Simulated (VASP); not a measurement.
# NiO (P4_2/mmc) in VASP: single point with PBE

Aim: the single point of NiO with PBE.

All numbers are computed with VASP 6.6.1; they aren't measurements. Logs are shortened: lines on timing, memory, paths and dates and some standing lists are left out, and cuts for length are marked.

## 1. The cell of the first run

It takes space group P4_2/mmc (No. 131, tetragonal). The conventional cell has a = 2.711 Å, b = 2.711 Å, c = 4.969 Å, α = 90.00°, β = 90.00°, γ = 90.00°. Ni (site symmetry mmm) has 4 O at 1.84 Å within 2.4 Å. Within 2.5 Å of O (site symmetry -4m2) lie 4 Ni at 1.84 Å and 2 O at 2.48 Å.

## 2. Single point, PBE (9.13 Å³/atom)

INCAR

```
ALGO = Normal ; EDIFF = 1E-6
ENCUT = 700 ; GGA = PE
GGA_COMPAT = False ; ISIF = 2
ISMEAR = 0 ; LASPH = True
LCHARG = True ; LELF = True
LREAL = False ; LVHAR = True
LWAVE = False ; NBANDS = 32
NELM = 120 ; PREC = Accurate
SIGMA = 0.1
```

KPOINTS

```
k-points
0
Gamma
  16 16 10
```

POSCAR

```
NiO
1.0
    2.7108583891      0.0000000000      0.0000000000
    0.0000000000      2.7108583891      0.0000000000
    0.0000000000      0.0000000000      4.9691816290
Ni O
2 2
Direct
    0.0000000000      0.5000000000      0.5000000000
    0.5000000000      0.0000000000      0.0000000000
    0.0000000000      0.0000000000      0.2500000000
    0.0000000000      0.0000000000      0.7500000000
```

Potentials or basis: VASP PAW PBE potentials, release 64 (Ni_sv_GW, O).

Command:

```
$ cat potpaw_PBE.64/Ni_sv_GW/POTCAR potpaw_PBE.64/O/POTCAR > POTCAR
$ mpirun -np 1 vasp_std > vasp.out
```

OUTCAR:

```text
EDIFF = 1E-6
   ENCUT = 700
   GGA = PE
   ISIF = 2
   ISMEAR = 0
   LASPH = True
   LREAL = False
   NELM = 120
   PREC = Accurate

 ion  position               nearest neighbor table
   1  0.000  0.500  0.500-   3 1.84   4 1.84   3 1.84   4 1.84
   2  0.500  0.000  0.000-   3 1.84   4 1.84   3 1.84   4 1.84
   3  0.000  0.000  0.250-   1 1.84   2 1.84   1 1.84   2 1.84
   4  0.000  0.000  0.750-   1 1.84   2 1.84   1 1.84   2 1.84

  LATTYP: Found a simple tetragonal cell.
 ALAT       =     2.7108583891
 C/A-ratio  =     1.8330657363

  Lattice vectors:

 A1 = (   2.7108583891,   0.0000000000,   0.0000000000)
 A2 = (   0.0000000000,   2.7108583891,   0.0000000000)
 A3 = (   0.0000000000,   0.0000000000,   4.9691816290)

Analysis of symmetry for initial positions (statically):
=====================================================================
 Subroutine PRICEL returns:
 Original cell was already a primitive cell.

 Routine SETGRP: Setting up the symmetry group for a
 simple tetragonal supercell.

 Subroutine GETGRP returns: Found 16 space group operations
 (whereof  8 operations were pure point group operations)
 out of a pool of 16 trial point group operations.

The static configuration has the point symmetry D_2h.
 The point group associated with its full space group is D_4h.

Analysis of symmetry for dynamics (positions and initial velocities):
=====================================================================
 Subroutine PRICEL returns:
 Original cell was already a primitive cell.

 Routine SETGRP: Setting up the symmetry group for a
 simple tetragonal supercell.

 Subroutine GETGRP returns: Found 16 space group operations
 (whereof  8 operations were pure point group operations)
 out of a pool of 16 trial point group operations.

The dynamic configuration has the point symmetry D_2h.
 The point group associated with its full space group is D_4h.

 Subroutine INISYM returns: Found 16 space group operations
 (whereof  8 operations are pure point group operations),
 and found     1 'primitive' translations

----------------------------------------------------------------------------------------

                                     Primitive cell

  volume of cell :      36.5173

  direct lattice vectors                    reciprocal lattice vectors
     2.710858389  0.000000000  0.000000000     0.368886846  0.000000000  0.000000000
     0.000000000  2.710858389  0.000000000     0.000000000  0.368886846  0.000000000
     0.000000000  0.000000000  4.969181629     0.000000000  0.000000000  0.201240380

  length of vectors
     2.710858389  2.710858389  4.969181629     0.368886846  0.368886846  0.201240380

  position of ions in fractional coordinates (direct lattice)
     0.000000000  0.500000000  0.500000000
     0.500000000  0.000000000  0.000000000
     0.000000000  0.000000000  0.250000000
     0.000000000  0.000000000  0.750000000

  ion indices of the primitive-cell ions
   primitive index   ion index
                 1           1
                 2           2
                 3           3
                 4           4

----------------------------------------------------------------------------------------

 KPOINTS: k-points

Automatic generation of k-mesh.
 Grid dimensions read from file:
 generate k-points for:   16   16   10

 Generating k-lattice:

  Cartesian coordinates                     Fractional coordinates (reciprocal lattice)
     0.023055428  0.000000000  0.000000000     0.062500000  0.000000000  0.000000000
     0.000000000  0.023055428  0.000000000     0.000000000  0.062500000  0.000000000
     0.000000000  0.000000000  0.020124038     0.000000000  0.000000000  0.100000000

  Length of vectors
     0.023055428  0.023055428  0.020124038

  Shift w.r.t. Gamma in fractional coordinates (k-lattice)
     0.000000000  0.000000000  0.000000000

 Subroutine IBZKPT returns following result:
 ===========================================

 Found    270 irreducible k-points:

 Following reciprocal coordinates:
            Coordinates               Weight
  0.000000  0.000000  0.000000      1.000000
  0.062500  0.000000  0.000000      4.000000
  0.125000  0.000000  0.000000      4.000000
  0.187500  0.000000  0.000000      4.000000
  0.250000  0.000000  0.000000      4.000000
  0.312500  0.000000  0.000000      4.000000
[... 16 lines left out ...]
  0.437500  0.125000  0.000000      8.000000
  0.500000  0.125000  0.000000      4.000000
 [... further k-points ...]
   k-points           NKPTS =    270   k-points in BZ     NKDIM =    270   number of bands    NBANDS=     32
   number of dos      NEDOS =    301   number of ions     NIONS =      4
   total plane-waves  NPLWV =  27648
   dimension x,y,z NGX =    24 NGY =   24 NGZ =   48
   dimension x,y,z NGXF=    48 NGYF=   48 NGZF=   96
   ions per type =               2   2
   NGX,Y,Z   is equivalent  to a cutoff of  14.72, 14.72, 16.06 a.u.
   NGXF,Y,Z  is equivalent  to a cutoff of  29.44, 29.44, 32.12 a.u.
 SYSTEM =  unknown system
   PREC   = accura    normal or accurate (medium, high low for compatibility)
   ISTART =      0    job   : 0-new  1-cont  2-samecut
   ICHARG =      2    charge: 1-file 2-atom 10-const
   ISPIN  =      1    spin polarized calculation?
   LNONCOLLINEAR =      F non collinear calculations
   LSORBIT =      F    spin-orbit coupling
   LASPH  =      T    aspherical Exc in radial PAW
   ENCUT  =  700.0 eV  51.45 Ry    7.17 a.u.   5.85  5.85 10.72*2*pi/ulx,y,z
   NELM   =    120;   NELMIN=  2; NELMDL= -5     # of ELM steps
   EDIFF  = 0.1E-05   stopping-criterion for ELM
   LREAL  =      F    real-space projection
   EDIFFG = 0.1E-04   stopping-criterion for IOM
   NSW    =      0    number of steps for IOM
   IBRION =     -1    ionic relax: 0-MD 1-quasi-New 2-CG
   NFREE  =      0    steps in history (QN), initial steepest desc. (CG)
   ISIF   =      2    stress and relaxation
   ISYM   =      2    0-nonsym 1-usesym 2-fastsym
   POTIM  = 0.5000    time-step for ionic-motion
   TEBEG  =    0.0;   TEEND  =   0.0 temperature during run
   PSTRESS=    0.0 pullay stress
   NELECT =      48.0000    total number of electrons
   NUPDOWN=      -1.0000    fix difference up-down
   EMIN   =  10.00;   EMAX   =-10.00  energy-range for DOS
   EFERMI =   0.00;   METHOD = LEGACY
   ISMEAR =     0;   SIGMA  =   0.10  broadening in eV -4-tet -1-fermi 0-gaus
   EFERMI_NEDOS =   21; number of points for ismear=-14 and -15
   IALGO  =     38    algorithm
   IMIX   =      4    mixing-type and parameters
     AMIX     =   0.40;   BMIX     =  1.00
     AMIX_MAG =   1.60;   BMIX_MAG =  1.00
  volume/ion in A,a.u.               =       9.13        61.61
  Fermi-wavevector in a.u.,A,eV,Ry     =   1.793311  3.388867 43.755875  3.215966
  Thomas-Fermi vector in A             =   2.855497
   LORBIT       =      0    0 simple, 1 ext, 2 COOP (PROOUT), +10 PAW based schemes
   GGA     = PE    functional components
   LHFCALC =     F    Hartree Fock is set to
   AEXX    =    0.0000 exact exchange contribution
   IVDW    =     0    specifies the selected vdW correction
   LEPSILON=     F    determine dielectric tensor
   LRPA    =     F    only Hartree local field effects (RPA)
 non-spin polarized calculation
 Gauss-broadening in eV      SIGMA  =   0.10
  energy-cutoff  :      700.00
  volume of cell :       36.52
 maximum number of plane-waves:      1568
 NGX is ok and might be reduce to    24
   NGX = 11   NGY = 11   NGZ = 21

 number of electron      48.0000016 magnetization

 Free energy of the ion-electron system (eV)
  ---------------------------------------------------
  ext. energy  EPLUGINS =         0.00000000
  ---------------------------------------------------
  free energy    TOTEN  =       -25.98529903 eV

  energy without entropy =      -25.97836111  energy(sigma->0) =      -25.98183007

 E-fermi :   7.0718     XC(G=0): -12.8495

 val. band max:        7.0689127361   @ k =   0.3750   0.3125   0.1000
 cond. band min:       7.0801481706   @ k =   0.5000   0.5000   0.4000
 fundamental gap:      0.0112354344
 Fermi energy:         7.0718347311

 k-point     1 :       0.0000    0.0000    0.0000
  band No.  band energies     occupation
      1     -96.6750      2.00000
      2     -96.6728      2.00000
      3     -57.4147      2.00000
      4     -57.4147      2.00000
      5     -57.4062      2.00000
      6     -57.3826      2.00000
[... 24 lines left out ...]
     31      23.6307      0.00000
     32      23.9938      0.00000

 k-point     2 :       0.0625    0.0000    0.0000
  band No.  band energies     occupation
      1     -96.6748      2.00000
      2     -96.6727      2.00000
      3     -57.4168      2.00000
      4     -57.4147      2.00000
      5     -57.4057      2.00000
      6     -57.3826      2.00000
[... 24 lines left out ...]
     31      23.4640      0.00000
     32      23.6873      0.00000

 k-point     3 :       0.1250    0.0000    0.0000
  band No.  band energies     occupation
      1     -96.6743      2.00000
      2     -96.6723      2.00000
      3     -57.4227      2.00000
      4     -57.4143      2.00000
      5     -57.4044      2.00000
      6     -57.3827      2.00000
[... 24 lines left out ...]
     31      22.9816      0.00000
     32      23.8161      0.00000

 k-point     4 :       0.1875    0.0000    0.0000
  band No.  band energies     occupation
      1     -96.6737      2.00000
      2     -96.6720      2.00000
      3     -57.4316      2.00000
      4     -57.4138      2.00000
      5     -57.4026      2.00000
      6     -57.3828      2.00000
[... 654 lines left out ...]
     31      21.3619      0.00000
     32      22.9154      0.00000

 k-point    23 :       0.4375    0.1250    0.0000
  band No.  band energies     occupation
      1     -96.6702      2.00000
      2     -96.6696      2.00000
      3     -57.4668      2.00000
      4     -57.4195      2.00000
      5     -57.3909      2.00000
      6     -57.3856      2.00000
[... 24 lines left out ...]
     31      21.3416      0.00000
     32      22.1815      0.00000

 k-point    24 :       0.5000    0.1250    0.0000
  band No.  band energies     occupation
      1     -96.6701      2.00000
      2     -96.6695      2.00000
      3     -57.4690      2.00000
      4     -57.4194      2.00000
      5     -57.3897      2.00000
      6     -57.3864      2.00000
[... 24 lines left out ...]
     31      21.3408      0.00000
     32      21.8272      0.00000

 [... further k-points ...]

------------------------ aborting loop because EDIFF is reached ----------------------------------------

  FORCE on cell =-STRESS in cart. coord.  units (eV):
  Direction    XX          YY          ZZ          XY          YZ          ZX
  --------------------------------------------------------------------------------------
  -------------------------------------------------------------------------------------
  Total        4.5468754      4.5468754      4.6280151      0.0000000      0.0000000      0.0000000
  in kB      199.4918237    199.4918237    203.0517850      0.0000000      0.0000000      0.0000000
  external PRESSURE =     200.6784775 kB  Pullay stress =       0.0000000 kB

 VOLUME and BASIS-vectors are now :
 -----------------------------------------------------------------------------
  energy-cutoff  :      700.00
  volume of cell :       36.52
      direct lattice vectors                 reciprocal lattice vectors
     2.710858389  0.000000000  0.000000000     0.368886846  0.000000000  0.000000000
     0.000000000  2.710858389  0.000000000     0.000000000  0.368886846  0.000000000
     0.000000000  0.000000000  4.969181629     0.000000000  0.000000000  0.201240380

 POSITION                                       TOTAL-FORCE (eV/Angst)
 -----------------------------------------------------------------------------------
      0.00000      1.35543      2.48459         0.000000     -0.000000     -0.000000
      1.35543      0.00000      0.00000         0.000000     -0.000000     -0.000000
      0.00000      0.00000      1.24230         0.000000     -0.000000      0.000000
      0.00000      0.00000      3.72689         0.000000      0.000000      0.000000
 -----------------------------------------------------------------------------------
    total drift:                                0.000000      0.000000     -0.000000

  FREE ENERGIE OF THE ION-ELECTRON SYSTEM (eV)
  ---------------------------------------------------
  free  energy   TOTEN  =       -25.9852990328 eV

  energy  without entropy=      -25.9783611078  energy(sigma->0) =      -25.98183007
```

It took 3.7 min on 1 thread of Intel Xeon Platinum 8559C (Emerald Rapids), shared host; peak memory 0.54 GiB.

Results:

```
Free energy            : -25.9853 eV
Pressure               : 20.1 GPa
Band gap on the k mesh : zero (bands 24 and 25 overlap by 0.39 eV)
```

Caveat: the cell stands under pressure; the run has no spin polarisation, though such a crystal can be magnetic; semilocal functionals often make such compounds metallic where correlation or magnetic order opens a gap, which also shifts bond lengths.
